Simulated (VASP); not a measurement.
# TiC in VASP: notebook

Runs on TiC. Level: r2SCAN. Tasks: single point, relaxation of cell and atoms.

All numbers are computed with VASP 6.6.1; they aren't measurements. Logs are shortened: lines on timing, memory, paths and dates and some standing lists are left out, and cuts for length are marked.

## (1) The cell of the first run

The structure is cubic, space group Fm-3m (No. 225). The conventional cell has a = 4.317 Å, b = 4.317 Å, c = 4.317 Å, α = 90.00°, β = 90.00°, γ = 90.00°. Ti (site symmetry m-3m) has 6 C at 2.16 Å within 2.9 Å. Within 2.9 Å of C (site symmetry m-3m) lie 6 Ti at 2.16 Å.

## (2) Single point, r2SCAN

Input file POSCAR:

```
TiC
1.0
    0.0000000000      2.1584830289      2.1584830289
    2.1584830289      0.0000000000      2.1584830289
    2.1584830289      2.1584830289      0.0000000000
Ti C
1 1
Direct
    0.0000000000      0.0000000000      0.0000000000
    0.5000000000      0.5000000000      0.5000000000
```

Input file INCAR.step1:

```
SYSTEM = TiC
PREC = Accurate ; ENCUT = 520
ISMEAR = 0 ; SIGMA = 0.1
LREAL = .FALSE. ; LASPH = .TRUE.
NELM = 100 ; NBANDS = 15
GGA = PE ; ALGO = Normal
EDIFF = 1E-4 ; LWAVE = .TRUE.
LCHARG = .FALSE.
```

Input file INCAR.step2:

```
SYSTEM = TiC
PREC = Accurate ; ENCUT = 520
EDIFF = 1E-6 ; ISMEAR = 0
SIGMA = 0.1 ; LREAL = .FALSE.
LASPH = .TRUE. ; NELM = 100
ALGO = Normal ; ISIF = 2
LWAVE = .FALSE. ; LCHARG = .FALSE.
METAGGA = R2SCAN ; LMIXTAU = .TRUE.
NBANDS = 15 ; ISTART = 1
```

Input file KPOINTS:

```
regular mesh
0
G
  16 16 16
  0 0 0
```

Potentials or basis: VASP PAW PBE potentials, release 64 (Ti_sv, C).

Launch:

```console
cat potpaw_PBE.64/Ti_sv/POTCAR potpaw_PBE.64/C/POTCAR > POTCAR
cp INCAR.step1 INCAR
mpirun -np 1 vasp_std > vasp.out
cp INCAR.step2 INCAR
mpirun -np 1 vasp_std > vasp.out
```

OUTCAR:

```text
SYSTEM = TiC
   PREC = Accurate
   ENCUT = 520
   EDIFF = 1E-6
   ISMEAR = 0
   LREAL = .FALSE.
   LASPH = .TRUE.
   NELM = 100
   ISIF = 2
   METAGGA = R2SCAN
   ISTART = 1

 ion  position               nearest neighbor table
   1  0.000  0.000  0.000-   2 2.16   2 2.16   2 2.16   2 2.16   2 2.16   2 2.16
   2  0.500  0.500  0.500-   1 2.16   1 2.16   1 2.16   1 2.16   1 2.16   1 2.16

  LATTYP: Found a face centered cubic cell.
 ALAT       =     4.3169660578

  Lattice vectors:

 A1 = (   0.0000000000,   2.1584830289,   2.1584830289)
 A2 = (   2.1584830289,   0.0000000000,   2.1584830289)
 A3 = (   2.1584830289,   2.1584830289,   0.0000000000)

Analysis of symmetry for initial positions (statically):
=====================================================================
 Subroutine PRICEL returns:
 Original cell was already a primitive cell.

 Routine SETGRP: Setting up the symmetry group for a
 face centered cubic supercell.

 Subroutine GETGRP returns: Found 48 space group operations
 (whereof 48 operations were pure point group operations)
 out of a pool of 48 trial point group operations.

The static configuration has the point symmetry O_h .

Analysis of symmetry for dynamics (positions and initial velocities):
=====================================================================
 Subroutine PRICEL returns:
 Original cell was already a primitive cell.

 Routine SETGRP: Setting up the symmetry group for a
 face centered cubic supercell.

 Subroutine GETGRP returns: Found 48 space group operations
 (whereof 48 operations were pure point group operations)
 out of a pool of 48 trial point group operations.

The dynamic configuration has the point symmetry O_h .

 Subroutine INISYM returns: Found 48 space group operations
 (whereof 48 operations are pure point group operations),
 and found     1 'primitive' translations

----------------------------------------------------------------------------------------

                                     Primitive cell

  volume of cell :      20.1130

  direct lattice vectors                    reciprocal lattice vectors
     0.000000000  2.158483029  2.158483029    -0.231644166  0.231644166  0.231644166
     2.158483029  0.000000000  2.158483029     0.231644166 -0.231644166  0.231644166
     2.158483029  2.158483029  0.000000000     0.231644166  0.231644166 -0.231644166

  length of vectors
     3.052555974  3.052555974  3.052555974     0.401219464  0.401219464  0.401219464

  position of ions in fractional coordinates (direct lattice)
     0.000000000  0.000000000  0.000000000
     0.500000000  0.500000000  0.500000000

  ion indices of the primitive-cell ions
   primitive index   ion index
                 1           1
                 2           2

----------------------------------------------------------------------------------------

 KPOINTS: regular mesh

Automatic generation of k-mesh.
 Grid dimensions read from file:
 generate k-points for:   16   16   16

 Generating k-lattice:

  Cartesian coordinates                     Fractional coordinates (reciprocal lattice)
    -0.014477760  0.014477760  0.014477760     0.062500000  0.000000000  0.000000000
     0.014477760 -0.014477760  0.014477760     0.000000000  0.062500000  0.000000000
     0.014477760  0.014477760 -0.014477760     0.000000000  0.000000000  0.062500000

  Length of vectors
     0.025076216  0.025076216  0.025076216

  Shift w.r.t. Gamma in fractional coordinates (k-lattice)
     0.000000000  0.000000000  0.000000000

 Subroutine IBZKPT returns following result:
 ===========================================

 Found    145 irreducible k-points:

 Following reciprocal coordinates:
            Coordinates               Weight
  0.000000  0.000000  0.000000      1.000000
  0.062500  0.000000  0.000000      8.000000
  0.125000  0.000000  0.000000      8.000000
  0.187500  0.000000  0.000000      8.000000
  0.250000  0.000000  0.000000      8.000000
  0.312500  0.000000  0.000000      8.000000
[... 16 lines left out ...]
 -0.125000  0.062500  0.000000     24.000000
 -0.062500  0.062500  0.000000     12.000000
 [... further k-points ...]
   k-points           NKPTS =    145   k-points in BZ     NKDIM =    145   number of bands    NBANDS=     15
   number of dos      NEDOS =    301   number of ions     NIONS =      2
   total plane-waves  NPLWV =  13824
   dimension x,y,z NGX =    24 NGY =   24 NGZ =   24
   dimension x,y,z NGXF=    48 NGYF=   48 NGZF=   48
   ions per type =               1   1
   NGX,Y,Z   is equivalent  to a cutoff of  13.07, 13.07, 13.07 a.u.
   NGXF,Y,Z  is equivalent  to a cutoff of  26.14, 26.14, 26.14 a.u.
 SYSTEM =  TiC
   PREC   = accura    normal or accurate (medium, high low for compatibility)
   ISTART =      1    job   : 0-new  1-cont  2-samecut
   ICHARG =      0    charge: 1-file 2-atom 10-const
   ISPIN  =      1    spin polarized calculation?
   LNONCOLLINEAR =      F non collinear calculations
   LSORBIT =      F    spin-orbit coupling
   LASPH  =      T    aspherical Exc in radial PAW
   ENCUT  =  520.0 eV  38.22 Ry    6.18 a.u.   5.68  5.68  5.68*2*pi/ulx,y,z
   NELM   =    100;   NELMIN=  2; NELMDL=  0     # of ELM steps
   EDIFF  = 0.1E-05   stopping-criterion for ELM
   LREAL  =      F    real-space projection
   EDIFFG = 0.1E-04   stopping-criterion for IOM
   NSW    =      0    number of steps for IOM
   IBRION =     -1    ionic relax: 0-MD 1-quasi-New 2-CG
   NFREE  =      0    steps in history (QN), initial steepest desc. (CG)
   ISIF   =      2    stress and relaxation
   ISYM   =      2    0-nonsym 1-usesym 2-fastsym
   POTIM  = 0.5000    time-step for ionic-motion
   TEBEG  =    0.0;   TEEND  =   0.0 temperature during run
   PSTRESS=    0.0 pullay stress
   NELECT =      16.0000    total number of electrons
   NUPDOWN=      -1.0000    fix difference up-down
   EMIN   =  10.00;   EMAX   =-10.00  energy-range for DOS
   EFERMI =   0.00;   METHOD = LEGACY
   ISMEAR =     0;   SIGMA  =   0.10  broadening in eV -4-tet -1-fermi 0-gaus
   EFERMI_NEDOS =   21; number of points for ismear=-14 and -15
   IALGO  =     38    algorithm
   IMIX   =      4    mixing-type and parameters
     AMIX     =   0.40;   BMIX     =  1.00
     AMIX_MAG =   1.60;   BMIX_MAG =  1.00
  volume/ion in A,a.u.               =      10.06        67.86
  Fermi-wavevector in a.u.,A,eV,Ry     =   1.516897  2.866520 31.306700  2.300978
  Thomas-Fermi vector in A             =   2.626225
   LORBIT       =      0    0 simple, 1 ext, 2 COOP (PROOUT), +10 PAW based schemes
   METAGGA = R2SCAN    functional components
   LHFCALC =     F    Hartree Fock is set to
   AEXX    =    0.0000 exact exchange contribution
   IVDW    =     0    specifies the selected vdW correction
   LEPSILON=     F    determine dielectric tensor
   LRPA    =     F    only Hartree local field effects (RPA)
 non-spin polarized calculation
 Gauss-broadening in eV      SIGMA  =   0.10
  energy-cutoff  :      520.00
  volume of cell :       20.11
 maximum number of plane-waves:       560
   NGX = 11   NGY = 11   NGZ = 11

 number of electron      16.0000002 magnetization

 Free energy of the ion-electron system (eV)
  ---------------------------------------------------
  ext. energy  EPLUGINS =         0.00000000
  ---------------------------------------------------
  free energy    TOTEN  =       -24.86685064 eV

  energy without entropy =      -24.86484585  energy(sigma->0) =      -24.86584825

 E-fermi :   9.6033     XC(G=0): -13.6471

 val. band max:        9.5946187882   @ k =   0.4375   0.3750   0.0000
 cond. band min:       9.6048511793   @ k =   0.1875   0.1875   0.0000
 fundamental gap:      0.0102323910
 Fermi energy:         9.6032658609

 k-point     1 :       0.0000    0.0000    0.0000
  band No.  band energies     occupation
      1     -49.3385      2.00000
      2     -24.3115      2.00000
      3     -24.3114      2.00000
      4     -24.3114      2.00000
      5      -3.6459      2.00000
      6      10.4772      0.00000
      7      10.4772      0.00000
      8      10.4772      0.00000
      9      11.2868      0.00000
     10      11.2868      0.00000
     11      11.2868      0.00000
     12      11.3475      0.00000
     13      11.3475      0.00000
     14      20.9574      0.00000
     15      24.4787      0.00000

 k-point     2 :       0.0625    0.0000    0.0000
  band No.  band energies     occupation
      1     -49.3355      2.00000
      2     -24.3325      2.00000
      3     -24.3133      2.00000
      4     -24.3132      2.00000
      5      -3.5540      2.00000
      6       9.9384      0.00000
      7      10.1303      0.00000
      8      10.1303      0.00000
      9      10.7234      0.00000
     10      10.7234      0.00000
     11      11.6109      0.00000
     12      12.3949      0.00000
     13      12.3950      0.00000
     14      21.1291      0.00000
     15      24.5011      0.00000

 k-point     3 :       0.1250    0.0000    0.0000
  band No.  band energies     occupation
      1     -49.3271      2.00000
      2     -24.3923      2.00000
      3     -24.3186      2.00000
      4     -24.3186      2.00000
      5      -3.2841      2.00000
      6       8.9673      2.00000
      7       9.2429      2.00000
      8       9.2429      2.00000
      9      10.8730      0.00000
     10      10.8730      0.00000
     11      12.0074      0.00000
     12      13.5315      0.00000
     13      13.5315      0.00000
     14      21.5409      0.00000
     15      24.4865      0.00000

 k-point     4 :       0.1875    0.0000    0.0000
  band No.  band energies     occupation
      1     -49.3143      2.00000
      2     -24.4808      2.00000
      3     -24.3266      2.00000
      4     -24.3265      2.00000
      5      -2.8536      2.00000
      6       7.8570      2.00000
      7       8.4226      2.00000
      8       8.4226      2.00000
      9      11.1802      0.00000
     10      11.1802      0.00000
     11      12.3405      0.00000
     12      14.6670      0.00000
     13      14.6670      0.00000
     14      21.8285      0.00000
     15      24.4734      0.00000
[... 307 lines left out ...]
 k-point    22 :      -0.1875    0.0625    0.0000
  band No.  band energies     occupation
      1     -49.3073      2.00000
      2     -24.5177      2.00000
      3     -24.3506      2.00000
      4     -24.3223      2.00000
      5      -2.6143      2.00000
      6       7.3328      2.00000
      7       7.9472      2.00000
      8       8.3023      2.00000
      9      11.1180      0.00000
     10      11.5764      0.00000
     11      12.6224      0.00000
     12      14.4187      0.00000
     13      15.6541      0.00000
     14      21.9447      0.00000
     15      24.4702      0.00000

 k-point    23 :      -0.1250    0.0625    0.0000
  band No.  band energies     occupation
      1     -49.3208      2.00000
      2     -24.4270      2.00000
      3     -24.3382      2.00000
      4     -24.3155      2.00000
      5      -3.0836      2.00000
      6       8.3940      2.00000
      7       8.6640      2.00000
      8       9.0052      2.00000
      9      10.7948      0.00000
     10      11.2962      0.00000
     11      12.3339      0.00000
     12      13.3906      0.00000
     13      14.5594      0.00000
     14      21.8161      0.00000
     15      24.4463      0.00000

 k-point    24 :      -0.0625    0.0625    0.0000
  band No.  band energies     occupation
      1     -49.3307      2.00000
      2     -24.3616      2.00000
      3     -24.3252      2.00000
      4     -24.3123      2.00000
      5      -3.4038      2.00000
      6       9.3579      1.99948
      7       9.4738      1.93299
      8       9.6442      0.56256
      9      10.5939      0.00000
     10      11.0996      0.00000
     11      11.9874      0.00000
     12      12.5522      0.00000
     13      13.4435      0.00000
     14      21.3922      0.00000
     15      24.5127      0.00000

 [... further k-points ...]
[... 5 lines left out ...]
  --------------------------------------------------------------------------------------
  -------------------------------------------------------------------------------------
  Total        0.3733111      0.3733111      0.3733111      0.0000000      0.0000000     -0.0000000
  in kB       29.7375739     29.7375739     29.7375739      0.0000000      0.0000000     -0.0000000
  external PRESSURE =      29.7375739 kB  Pullay stress =       0.0000000 kB

 VOLUME and BASIS-vectors are now :
 -----------------------------------------------------------------------------
  energy-cutoff  :      520.00
  volume of cell :       20.11
      direct lattice vectors                 reciprocal lattice vectors
     0.000000000  2.158483029  2.158483029    -0.231644166  0.231644166  0.231644166
     2.158483029  0.000000000  2.158483029     0.231644166 -0.231644166  0.231644166
     2.158483029  2.158483029  0.000000000     0.231644166  0.231644166 -0.231644166

 POSITION                                       TOTAL-FORCE (eV/Angst)
 -----------------------------------------------------------------------------------
      0.00000      0.00000      0.00000         0.000000      0.000000      0.000000
      2.15848      2.15848      2.15848        -0.000000      0.000000     -0.000000
 -----------------------------------------------------------------------------------
    total drift:                                0.000000     -0.000000     -0.000000

  FREE ENERGIE OF THE ION-ELECTRON SYSTEM (eV)
  ---------------------------------------------------
  free  energy   TOTEN  =       -24.8668506423 eV

  energy  without entropy=      -24.8648458540  energy(sigma->0) =      -24.86584825
```

Run time: 3.4 min. Hardware: 1 thread of Intel Xeon 8259CL, shared host; peak memory 0.18 GiB.

What came out:

* Free energy: -24.8669 eV
* Pressure: 3.0 GPa
* Band gap on the k mesh: zero (bands 8 and 9 overlap by 1.32 eV)

Caveat: the PAW data sets were made with another functional, which shifts forces and pressure a little.

(Part 1 of 3 ends here.)

The gap in the log of VASP goes by the Fermi energy; the results here count the filled bands.